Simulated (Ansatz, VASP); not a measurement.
# One calculation of Rh, two programs

File INCAR:

```
SYSTEM = Rh
PREC = Accurate ; ENCUT = 520
EDIFF = 1E-7 ; ISMEAR = -1
SIGMA = 0.05 ; LREAL = .False.
LASPH = .True. ; NELM = 60
ALGO = Normal ; ISIF = 2
LWAVE = .False. ; LCHARG = .False.
LDIPOL = .True. ; IDIPOL = 3
DIPOL = 0.5 0.5 0.500 ; GGA = PE
NBANDS = 22
```

KPOINTS

```
Automatic mesh
0
Gamma
  13 13 1
  0 0 0
```

Contents of POSCAR:

```
Rh
1.0
    2.6588071601      0.0000000000      0.0000000000
   -0.8862690534      2.5067474304      0.0000000000
    0.0000000000      0.0000000000     18.1709000000
Rh
2
Direct
    0.2500000000      0.2500000000      0.4402641874
    0.7500000000      0.7500000000      0.5597358126
```

Input for Ansatz:

```yaml
crystal:
  lattice:
    - [2.6588071601, 0.0, 0.0]
    - [-0.8862690534, 2.5067474304, 0.0]
    - [0.0, 0.0, 18.1709]
  atoms:
    - { symbol: Rh, position: [0.25, 0.25, 0.4402641874] }
    - { symbol: Rh, position: [0.75, 0.75, 0.5597358126] }
kpoints:
  mp_grid: { grid: [13, 13, 1] }
scf:
  occupations: { method: fermi_dirac, width: 0.05 }
hamiltonian:
  xc: pbe
  pseudopotentials: { kind: paw }
output:
  forces: true
  stress: true
  eigenvalues: true
  populations: true
efield:
  axis: 3
  amplitude: 0
  dipole_correction: true
```

Alike in both runs: task single point; functional PBE; k mesh 13 × 13 × 1; occupations fermi-dirac, width 0.05 eV; no spin polarisation.

```csv
,VASP,Ansatz
version,VASP 6.6.1,Ansatz 0.2.0
potentials or method,"VASP PAW PBE potentials, release 64 (Rh_pv)","PAW with Ansatz's default frozen-core files, scalar-relativistic"
plane-wave cutoff (eV),520,420
valence electrons in the cell,30,34
```

|  | VASP | Ansatz | Ansatz less VASP |
| --- | --- | --- | --- |
| rms of the force components (eV/Å) | 0.368 | 0.368 | +0.0002 |

Atom by atom the forces differ by 0.000 eV/Å (rms over components). VASP's potentials hold 30 valence electrons a cell and Ansatz's 34, so a difference there can come from the potentials and not from the codes.
